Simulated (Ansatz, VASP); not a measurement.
## One calculation of As, two programs

```
CELL_PARAMETERS angstrom
1.90361 1.09905 3.60816
-1.90361 1.09905 3.60816
0.00000 -2.19810 3.60816
ATOMIC_POSITIONS crystal
As 0.77371 0.77371 0.77371
As 0.22629 0.22629 0.22629
```

Alike in both runs: task single point; functional PBE; k mesh 10 × 10 × 10; occupations fermi-dirac, width 0.1 eV; no spin polarisation.

```csv
,VASP,Ansatz
version,VASP 6.6.1,Ansatz 0.2.0
potentials or method,"VASP PAW PBE potentials, release 64 (As), cutoff 520 eV","plane waves (420 eV) with PAW, scalar-relativistic"
valence electrons in the cell,10,30
```

Ansatz gave:

* pressure (GPa): 0.0
* traceless stress, the component that is largest in VASP (GPa): 0.01

**Question.** Estimate VASP's values.

**Answer.** Pressure (GPa): 0.3; traceless stress, the component that is largest in VASP (GPa): -0.06.

VASP's potentials hold 10 valence electrons a cell and Ansatz's 30, so a difference there can come from the potentials and not from the codes.
